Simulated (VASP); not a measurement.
A run of VASP 6.6.1 is set up as follows.

The input INCAR:

```
PREC     = Accurate       # precision mode
ENCUT    = 520            # plane-wave cutoff, eV
EDIFF    = 1E-6           # SCF threshold, eV
ISMEAR   = 1              # smearing method
SIGMA    = 0.1            # smearing width, eV
LREAL    = F              # projectors in reciprocal space
LASPH    = T              # aspherical terms in the spheres
NELM     = 150            # most SCF steps
ALGO     = Normal         # electronic algorithm
ISIF     = 2              # what is computed and relaxed
LWAVE    = F              # write WAVECAR
LCHARG   = T              # write CHGCAR
ISPIN    = 2              # spin polarisation
MAGMOM   = 2.4 0          # initial moments
LORBIT   = 11             # projections on sites
LMAXMIX  = 4              # l up to which the mixer works
GGA      = PE             # functional
LELF     = T              # ELF
LVHAR    = T            
NBANDS   = 20             # bands
```

The input KPOINTS:

```
regular mesh
0
Gamma
  10 10 7
```

File POSCAR:

```
FePt
1.0
    2.7052209258      0.0000000000      0.0000000000
    0.0000000000      2.7052209258      0.0000000000
    0.0000000000      0.0000000000      3.6950328048
Fe Pt
1 1
Direct
    0.0000000000      0.0000000000      0.0000000000
    0.5000000000      0.5000000000      0.5000000000
```

Potentials or basis: VASP PAW PBE potentials, release 64 (Fe, Pt).

Run with:

```bash
$ cat potpaw_PBE.64/Fe/POTCAR potpaw_PBE.64/Pt/POTCAR > POTCAR
$ mpirun -np 1 vasp_std > vasp.out
```

Problem. Estimate the site moments.

Solution. Fe +2.88; Pt +0.33 μB.

Problem. Predict the pressure.

Solution. 7.5 GPa.

Problem. Estimate the net moment.

Solution. 3.23 μB per cell.

Stress tensor (GPa, compression positive):
```
7.28 0.00 0.00
0.00 7.28 0.00
0.00 0.00 7.81
```

Caveat: the cell stands under pressure.
